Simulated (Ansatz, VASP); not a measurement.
## One calculation of SrTiO3, two programs

File INCAR:

```
ALGO = Normal
EDIFF = 1E-6
ENCUT = 520
GGA = PE
GGA_COMPAT = F
ISIF = 2
ISMEAR = 0
LASPH = T
LCHARG = F
LMAXMIX = 4
LNONCOLLINEAR = T
LORBIT = 11
LORBMOM = T
LREAL = F
LSORBIT = T
LWAVE = F
MAGMOM = 0 0 0 0 0 0 0 0 0 0 0 0 0 0 0
NBANDS = 55
NELM = 150
PREC = Accurate
SIGMA = 0.01
```

Contents of KPOINTS:

```
k-points
0
Gamma
  6 6 6
```

POSCAR

```
SrTiO3
1.0
    3.9068515088      0.0000000000      0.0000000000
    0.0000000000      3.9068515088      0.0000000000
    0.0000000000      0.0000000000      3.9068515088
Sr Ti O
1 1 3
Direct
    0.0000000000      0.0000000000      0.0000000000
    0.5000000000      0.5000000000      0.5000000000
    0.5000000000      0.5000000000      0.0000000000
    0.5000000000      0.0000000000      0.5000000000
    0.0000000000      0.5000000000      0.5000000000
```

Input for Ansatz:

```yaml
crystal:
  lattice:
    - [3.9068515088, 0.0, 0.0]
    - [0.0, 3.9068515088, 0.0]
    - [0.0, 0.0, 3.9068515088]
  atoms:
    - { symbol: Sr, position: [0.0, 0.0, 0.0] }
    - { symbol: Ti, position: [0.5, 0.5, 0.5] }
    - { symbol: O, position: [0.5, 0.5, 0.0] }
    - { symbol: O, position: [0.5, 0.0, 0.5] }
    - { symbol: O, position: [0.0, 0.5, 0.5] }
kpoints:
  mp_grid: { grid: [6, 6, 6] }
  band_path:
    path: [[0.0, 0.0, 0.0], [0.0, 0.5, 0.0], [0.5, 0.5, 0.0], [0.5, 0.5, 0.5]]
    npoints: 1
hamiltonian:
  xc: pbe
scf:
  occupations: { method: fixed }
  n_extra_bands: 10
magnetization:
  noncollinear: true
  spin_orbit: true
output:
  forces: true
  stress: true
  eigenvalues: true
```

Alike in both runs: task single point; functional PBE; k mesh 6 × 6 × 6; non-collinear spin, spin-orbit coupling.

|  | VASP | Ansatz |
| --- | --- | --- |
| version | VASP 6.6.1 | Ansatz 0.2.0 |
| potentials or method | VASP PAW PBE potentials, release 64 (Sr_sv, Ti_sv, O) | plane waves, PAW |
| plane-wave cutoff (eV) | 520 | 420 |
| occupations | gaussian, width 0.01 eV | fixed |
| valence electrons in the cell | 40 | 40 |

```csv
,VASP,Ansatz,Ansatz less VASP
pressure (GPa),4.7,4.1,-0.65
net moment per atom (μB),0.00,0.00,0.000
```
